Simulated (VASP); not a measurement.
Runs of VASP 6.6.1 on I. The structure is that of space group P6_3/mmc (No. 194), or close to it. The cells are those of the table. 

```csv
cell,gap on the mesh (eV),pressure (GPa)
"a = 3.110, b = 3.110, c = 5.417 Å, angles 90.0, 90.0, 120.0°, 2 atoms",none,27.1
"a = 2.727, b = 2.727, c = 4.663 Å, angles 90.0, 90.0, 120.0°, 2 atoms",none,161.9
"a = 3.445, b = 3.445, c = 4.934 Å, angles 90.0, 90.0, 120.0°, 2 atoms",none,(a)
"a = 2.993, b = 2.993, c = 5.162 Å, angles 90.0, 90.0, 120.0°, 2 atoms",none,50.3
```

Alike in all rows: task single point; level LDA; potentials or basis VASP PAW LDA potentials, release 64 (I); no spin polarisation; k mesh 12 × 12 × 7; cutoff (eV) 520; smearing fermi-dirac 0.08 eV.

Question: Fill in the values left out.

Answer: (a) 15.1.

Caveats: the cell stands under pressure; spin-orbit coupling is left out, which moves the levels of the heavy elements.

A k mesh can miss the band edges, and the runs leave out spin-orbit coupling on I.

A gap of «none» marks levels without a gap at the run's occupations.
